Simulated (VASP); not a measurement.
# BP (F-43m) in VASP: notebook

Runs on BP. Level: PBEsol. Tasks: single point, relaxation of cell and atoms.

Everything below comes from runs of VASP 6.6.1. Logs are shortened: lines on timing, memory, paths and dates and some standing lists are left out, and cuts for length are marked.

## Step 1: The cell of the first run

The structure is cubic, space group F-43m (No. 216). The conventional cell has a = 4.520 Å, b = 4.520 Å, c = 4.520 Å, α = 90.00°, β = 90.00°, γ = 90.00°. B (site symmetry -43m) has 4 P at 1.96 Å within 2.6 Å. P (site symmetry -43m) has 4 B at 1.96 Å within 2.6 Å.

## Step 2: Single point, PBEsol

File INCAR:

```
PREC = Accurate
ENCUT = 520
EDIFF = 1E-7
ISMEAR = -1
SIGMA = 0.1
LREAL = False
LASPH = True
NELM = 60
ALGO = Normal
ISIF = 2
LWAVE = False
LCHARG = False
GGA = PS
NBANDS = 11
```

File KPOINTS:

```
Automatic mesh
0
Gamma
  16 16 16
```

File POSCAR:

```
BP
1.0
    0.0000000000      2.2600694606      2.2600694606
    2.2600694606      0.0000000000      2.2600694606
    2.2600694606      2.2600694606      0.0000000000
B P
1 1
Direct
    0.0000000000      0.0000000000      0.0000000000
    0.7500000000      0.7500000000      0.7500000000
```

Potentials or basis: VASP PAW PBE potentials, release 64 (B, P).

Started as:

```console
cat potpaw_PBE.64/B/POTCAR potpaw_PBE.64/P/POTCAR > POTCAR
mpirun -np 1 vasp_std > vasp.out
```

OUTCAR:

```text
PREC = Accurate
   ENCUT = 520
   EDIFF = 1E-7
   ISMEAR = -1
   LREAL = False
   LASPH = True
   NELM = 60
   ISIF = 2
   GGA = PS

 ion  position               nearest neighbor table
   1  0.000  0.000  0.000-   2 1.96   2 1.96   2 1.96   2 1.96
   2  0.750  0.750  0.750-   1 1.96   1 1.96   1 1.96   1 1.96

  LATTYP: Found a face centered cubic cell.
 ALAT       =     4.5201389212

  Lattice vectors:

 A1 = (   0.0000000000,   2.2600694606,   2.2600694606)
 A2 = (   2.2600694606,   0.0000000000,   2.2600694606)
 A3 = (   2.2600694606,   2.2600694606,   0.0000000000)

Analysis of symmetry for initial positions (statically):
=====================================================================
 Subroutine PRICEL returns:
 Original cell was already a primitive cell.

 Routine SETGRP: Setting up the symmetry group for a
 face centered cubic supercell.

 Subroutine GETGRP returns: Found 24 space group operations
 (whereof 24 operations were pure point group operations)
 out of a pool of 48 trial point group operations.

The static configuration has the point symmetry T_d .

Analysis of symmetry for dynamics (positions and initial velocities):
=====================================================================
 Subroutine PRICEL returns:
 Original cell was already a primitive cell.

 Routine SETGRP: Setting up the symmetry group for a
 face centered cubic supercell.

 Subroutine GETGRP returns: Found 24 space group operations
 (whereof 24 operations were pure point group operations)
 out of a pool of 48 trial point group operations.

The dynamic configuration has the point symmetry T_d .

 Subroutine INISYM returns: Found 24 space group operations
 (whereof 24 operations are pure point group operations),
 and found     1 'primitive' translations

----------------------------------------------------------------------------------------

                                     Primitive cell

  volume of cell :      23.0885

  direct lattice vectors                    reciprocal lattice vectors
     0.000000000  2.260069461  2.260069461    -0.221232139  0.221232139  0.221232139
     2.260069461  0.000000000  2.260069461     0.221232139 -0.221232139  0.221232139
     2.260069461  2.260069461  0.000000000     0.221232139  0.221232139 -0.221232139

  length of vectors
     3.196220883  3.196220883  3.196220883     0.383185304  0.383185304  0.383185304

[... 86 lines left out ...]
   ISIF   =      2    stress and relaxation
   ISYM   =      2    0-nonsym 1-usesym 2-fastsym
   POTIM  = 0.5000    time-step for ionic-motion
   TEBEG  =    0.0;   TEEND  =   0.0 temperature during run
   PSTRESS=    0.0 pullay stress
   NELECT =       8.0000    total number of electrons
   NUPDOWN=      -1.0000    fix difference up-down
   EMIN   =  10.00;   EMAX   =-10.00  energy-range for DOS
   EFERMI =   0.00;   METHOD = LEGACY
   ISMEAR =    -1;   SIGMA  =   0.10  broadening in eV -4-tet -1-fermi 0-gaus
   EFERMI_NEDOS =   21; number of points for ismear=-14 and -15
   IALGO  =     38    algorithm
   IMIX   =      4    mixing-type and parameters
     AMIX     =   0.40;   BMIX     =  1.00
     AMIX_MAG =   1.60;   BMIX_MAG =  1.00
  volume/ion in A,a.u.               =      11.54        77.90
  Fermi-wavevector in a.u.,A,eV,Ry     =   1.149846  2.172894 17.988888  1.322146
  Thomas-Fermi vector in A             =   2.286513
   LORBIT       =      0    0 simple, 1 ext, 2 COOP (PROOUT), +10 PAW based schemes
   GGA     = PS    functional components
   LHFCALC =     F    Hartree Fock is set to
   AEXX    =    0.0000 exact exchange contribution
   IVDW    =     0    specifies the selected vdW correction
   LEPSILON=     F    determine dielectric tensor
   LRPA    =     F    only Hartree local field effects (RPA)
 non-spin polarized calculation
  energy-cutoff  :      520.00
  volume of cell :       23.09
 maximum number of plane-waves:       636
   NGX = 11   NGY = 11   NGZ = 11

 number of electron       8.0000001 magnetization

 Free energy of the ion-electron system (eV)
  ---------------------------------------------------
  ext. energy  EPLUGINS =         0.00000000
  ---------------------------------------------------
  free energy    TOTEN  =       -13.67397479 eV

  energy without entropy =      -13.67392573  energy(sigma->0) =      -13.67395026

 E-fermi :   8.0885     XC(G=0): -11.0958

 val. band max:        7.5456381549   @ k =   0.0000   0.0000   0.0000
 cond. band min:       8.6649175235   @ k =   0.4375   0.4375   0.0000
 fundamental gap:      1.1192793687
 Fermi energy:         8.0885328914

 k-point     1 :       0.0000    0.0000    0.0000
  band No.  band energies     occupation
      1      -8.0584      2.00000
      2       7.5456      1.99126
      3       7.5456      1.99126
      4       7.5456      1.99126
      5      10.9203      0.00000
      6      10.9203      0.00000
      7      10.9203      0.00000
      8      15.0681      0.00000
      9      18.8698      0.00000
     10      19.7022      0.00000
     11      19.7022      0.00000
[... 309 lines left out ...]
 k-point    24 :      -0.0625    0.0625    0.0000
  band No.  band energies     occupation
      1      -7.8682      2.00000
      2       6.4096      2.00000
      3       6.7621      2.00000
      4       7.4489      1.99667
      5      11.1088      0.00000
      6      11.3344      0.00000
      7      11.6866      0.00000
      8      15.5442      0.00000
      9      18.5662      0.00000
     10      19.3766      0.00000
     11      19.4913      0.00000

 [... further k-points ...]

------------------------ aborting loop because EDIFF is reached ----------------------------------------

  FORCE on cell =-STRESS in cart. coord.  units (eV):
  Direction    XX          YY          ZZ          XY          YZ          ZX
  --------------------------------------------------------------------------------------
  -------------------------------------------------------------------------------------
  Total        0.0146631      0.0146631      0.0146631      0.0000000      0.0000000     -0.0000000
  in kB        1.0175123      1.0175123      1.0175123      0.0000000      0.0000000     -0.0000000
  external PRESSURE =       1.0175123 kB  Pullay stress =       0.0000000 kB

 VOLUME and BASIS-vectors are now :
 -----------------------------------------------------------------------------
  energy-cutoff  :      520.00
  volume of cell :       23.09
      direct lattice vectors                 reciprocal lattice vectors
     0.000000000  2.260069461  2.260069461    -0.221232139  0.221232139  0.221232139
     2.260069461  0.000000000  2.260069461     0.221232139 -0.221232139  0.221232139
     2.260069461  2.260069461  0.000000000     0.221232139  0.221232139 -0.221232139

 POSITION                                       TOTAL-FORCE (eV/Angst)
 -----------------------------------------------------------------------------------
      0.00000      0.00000      0.00000         0.000000      0.000000      0.000000
      3.39010      3.39010      3.39010        -0.000000     -0.000000     -0.000000
 -----------------------------------------------------------------------------------
    total drift:                               -0.000000     -0.000000     -0.000000

  FREE ENERGIE OF THE ION-ELECTRON SYSTEM (eV)
  ---------------------------------------------------
  free  energy   TOTEN  =       -13.6739747930 eV

  energy  without entropy=      -13.6739257253  energy(sigma->0) =      -13.67395026
```

OSZICAR:

```text
N       E                     dE             d eps       ncg     rms          rms(c)
DAV:   1     0.849511223154E+01    0.84951E+01   -0.40541E+03  3198   0.663E+02
DAV:   2    -0.137897195838E+02   -0.22285E+02   -0.21207E+02  4287   0.109E+02
DAV:   3    -0.144051813683E+02   -0.61546E+00   -0.61409E+00  4046   0.159E+01
DAV:   4    -0.144073496017E+02   -0.21682E-02   -0.21680E-02  3614   0.112E+00
DAV:   5    -0.144073604430E+02   -0.10841E-04   -0.10841E-04  3962   0.785E-02    0.714E+00
DAV:   6    -0.137858865524E+02    0.62147E+00   -0.13244E+00  3643   0.492E+00    0.382E+00
DAV:   7    -0.136832485465E+02    0.10264E+00   -0.24878E-01  3984   0.245E+00    0.123E+00
DAV:   8    -0.136737761819E+02    0.94724E-02   -0.25687E-02  3761   0.902E-01    0.170E-01
DAV:   9    -0.136739127439E+02   -0.13656E-03   -0.69439E-04  3687   0.181E-01    0.103E-01
DAV:  10    -0.136739706836E+02   -0.57940E-04   -0.10700E-04  3587   0.632E-02    0.215E-02
DAV:  11    -0.136739744936E+02   -0.38100E-05   -0.55485E-06  3995   0.141E-02    0.260E-02
DAV:  12    -0.136739748245E+02   -0.33091E-06   -0.20278E-06  3661   0.641E-03    0.102E-02
DAV:  13    -0.136739747930E+02    0.31569E-07   -0.51540E-08  2198   0.160E-03
   1 F= -.13673975E+02 E0= -.13673950E+02  d E =-.490677E-04
```

stdout:

```text
POSCAR found type information on POSCAR B P
 POSCAR found :  2 types and       2 ions
 scaLAPACK will be used
 -----------------------------------------------------------------------------
|                                                                             |
|                                                                             |
|     You enforced a specific xc type in the INCAR file but a different       |
|     I HOPE YOU KNOW WHAT YOU ARE DOING!                                     |
|                                                                             |
 -----------------------------------------------------------------------------

 LDA part: xc-table for (Slater+PW92), standard interpolation
 POSCAR, INCAR and KPOINTS ok, starting setup
 FFT: planning ... GRIDC
 FFT: planning ... GRID_SOFT
 FFT: planning ... GRID
 WAVECAR not read
 entering main loop
```

Run time: 26 s. Hardware: 1 thread of Intel Xeon 8259CL, shared host; peak memory 0.16 GiB.

What came out:

```
Free energy            : -13.6740 eV
Pressure               : 0.1 GPa
Band gap on the k mesh : 1.12 eV (least direct gap 3.37 eV)
```

Levels at points of the mesh, in eV from the valence-band top:
```tsv
k point	band 2	band 3	band 4	band 5	band 6	band 7
(0.00, 0.00, 0.00)	0.00	0.00	0.00	3.37	3.37	3.37
(0.50, 0.00, 0.00)	-9.18	-1.78	-1.78	3.80	4.66	4.66
(0.50, 0.50, 0.00)	-8.66	-4.19	-4.19	1.20	1.51	12.21
```

Caveat: the PAW data sets were made with another functional, which shifts forces and pressure a little. A k mesh can miss the band edges.

## Step 3: Relaxation of cell and atoms, PBEsol

This run uses another cell than the first one, of 11.68 Å³/atom.

File INCAR:

```
SYSTEM = BP
  PREC = Accurate
  ENCUT = 600
  EDIFF = 1E-6
  ISMEAR = -1
  SIGMA = 0.1
  LREAL = .False.
  LASPH = .True.
  NELM = 60
  ALGO = Normal
  ISIF = 3
  LWAVE = .False.
  LCHARG = .False.
  GGA = PS
  IBRION = 2
  NSW = 100
  EDIFFG = -0.002
```

File KPOINTS:

```
regular mesh
0
Gamma
  16 16 16
  0 0 0
```

File POSCAR:

```
BP
1.0
    0.0000000000      2.2690000000      2.2690000000
    2.2690000000      0.0000000000      2.2690000000
    2.2690000000      2.2690000000      0.0000000000
B P
1 1
Direct
    0.0000000000      0.0000000000      0.0000000000
    0.7500000000      0.7500000000      0.7500000000
```

Potentials or basis: VASP PAW PBE potentials, release 64 (B, P).

Started as:

```console
cat potpaw_PBE.64/B/POTCAR potpaw_PBE.64/P/POTCAR > POTCAR
mpirun -np 1 vasp_std > vasp.out
```

Wall time 98 s (1 thread of Intel Xeon 8259CL, shared host); peak memory 0.17 GiB.

The run converged. Its results:

```yaml
Free_energy: -13.6757 eV
Relaxed_volume: 11.55 Å³/atom
Relaxed_cell: a = 3.197 Å, b = 3.197 Å, c = 3.197 Å, α = 60.00°, β = 60.00°, γ = 60.00°
Space_group_after_relaxing_to_0.1_Å: F-43m (No. 216)
Energy_gained_by_relaxing: 0.8 meV/atom
Ionic_steps: 3
Pressure_after_relaxing: 0.0 GPa
Band_gap_on_the_k_mesh: 1.12 eV (least direct gap 3.37 eV)
```

The path:
```
step  energy change (eV)  largest force (eV/Å)  pressure (GPa)  volume (Å³)
   1              0.0000                0.0000           -1.86        23.36
   2             -0.0007                0.0000            1.46        22.91
   3             -0.0015                0.0000            0.00        23.10
```

Final structure:
```cif
data_structure
_symmetry_space_group_name_H-M 'P 1'
_symmetry_Int_Tables_number 1
_cell_length_a 3.1969
_cell_length_b 3.1969
_cell_length_c 3.1969
_cell_angle_alpha 60.000
_cell_angle_beta 60.000
_cell_angle_gamma 60.000
_cell_volume 23.10
loop_
_atom_site_label
_atom_site_type_symbol
_atom_site_fract_x
_atom_site_fract_y
_atom_site_fract_z
_atom_site_occupancy
B1 B 0.00000 0.00000 0.00000 1
P1 P 0.75000 0.75000 0.75000 1
```

Levels at points of the mesh, in eV from the valence-band top:
```
           k point  band 2  band 3  band 4  band 5  band 6  band 7
(0.00, 0.00, 0.00)    0.00    0.00    0.00    3.37    3.37    3.37
(0.50, 0.00, 0.00)   -9.18   -1.78   -1.78    3.80    4.66    4.66
(0.50, 0.50, 0.00)   -8.66   -4.19   -4.19    1.20    1.51   12.20
```

Caveat: the PAW data sets were made with another functional, which shifts forces and pressure a little.
